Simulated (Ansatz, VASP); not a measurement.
**Two plane-wave programs on Si23BHO48**

```
Si O B H
1.0
     9.83160    0.00000    0.00000
    -4.91580    8.51441    0.00000
     0.00000    0.00000   10.81820
Si O B H
23 48 1 1
Cartesian
  2.6306 0.0362 1.7953
  -1.3105 2.2847 3.6072
  1.1012 2.0096 0.0120
  2.6013 0.0338 7.2293
  8.4073 2.2577 9.0483
  1.1148 2.1113 5.4594
  0.1688 4.2870 1.8329
  -3.6730 6.4839 3.6199
  -1.2871 6.2802 10.8130
  6.0755 6.4990 9.0307
  -1.2124 6.2633 5.4269
  2.6611 8.5108 1.8152
  3.5891 2.3074 3.6383
  5.9677 1.9193 0.0731
  2.6371 8.4925 7.2077
  3.5722 2.2554 9.0752
  6.0653 1.9521 5.4065
  5.0829 4.2602 1.8253
  1.2322 6.5199 3.6451
  3.5785 6.2074 10.7829
  5.1242 4.2004 7.2696
  1.1379 6.4318 8.9324
  3.6821 6.2258 5.4396
  -0.3445 1.7917 4.8181
  1.0983 3.1203 1.1988
  -0.7845 3.7026 3.0153
  1.6175 0.6037 0.6489
  2.1137 2.5737 4.2547
  3.5409 1.2236 2.4255
  -0.3862 1.8053 10.2119
  1.0859 3.2809 6.5922
  -1.0511 3.7510 8.4944
  1.6447 0.7235 6.1162
  2.0703 2.5144 9.6247
  3.5839 1.1379 7.8964
  -2.6675 5.9252 4.7777
  -1.2911 7.4555 1.1210
  -3.1514 7.8937 3.0087
  -0.7813 4.8995 0.6702
  -0.2398 6.8271 4.2508
  1.1504 5.4260 2.4459
  -2.7971 6.0418 10.2581
  -1.3751 7.4059 6.5678
  -3.2653 7.8958 8.3792
  -0.5727 4.9108 6.0626
  -0.3401 6.6965 9.5582
  1.1279 5.3428 7.7354
  4.5650 1.7464 4.8189
  6.0090 3.0769 1.2132
  4.1536 3.7106 3.0441
  6.5120 0.5368 0.7133
  7.0213 2.4866 4.2017
  8.5246 1.1851 2.3968
  4.4618 1.7106 10.3264
  6.0586 3.0432 6.6215
  4.1816 3.6348 8.4666
  6.6070 0.5457 6.0070
  6.8980 2.3536 9.6375
  8.4645 1.1578 7.8497
  2.2045 5.9504 4.8215
  3.5716 7.3694 1.1076
  1.8261 7.9087 3.0689
  4.1224 4.8369 0.6445
  4.6870 6.7222 4.2636
  6.0744 5.4047 2.4076
  2.1086 5.9284 10.1500
  3.6350 7.3684 6.5928
  1.6880 7.8525 8.3608
  4.1973 4.8380 6.1037
  4.5616 6.6846 9.5723
  6.1530 5.3077 7.9003
  0.5012 4.5031 6.8440
  -1.7643 4.2042 8.1847
```

Alike in both runs: task single point; functional PBE; dispersion D3(BJ); k mesh 1 × 1 × 1; occupations gaussian, width 0.02 eV; no spin polarisation.

|  | VASP | Ansatz |
| --- | --- | --- |
| version | VASP 6.6.1 | Ansatz 0.2.0 |
| potentials or method | VASP PAW PBE potentials, release 64 (Si, O, B, H) | scalar-relativistic, plane waves, PAW |
| plane-wave cutoff (eV) | 520 | 420 |
| valence electrons in the cell | 384 | 384 |

```tsv
	VASP	Ansatz	Ansatz less VASP
gap on the k mesh at the Fermi level (eV)	5.77	5.77	+0.003
least direct gap on the mesh (eV)	5.77	5.77	+0.003
```
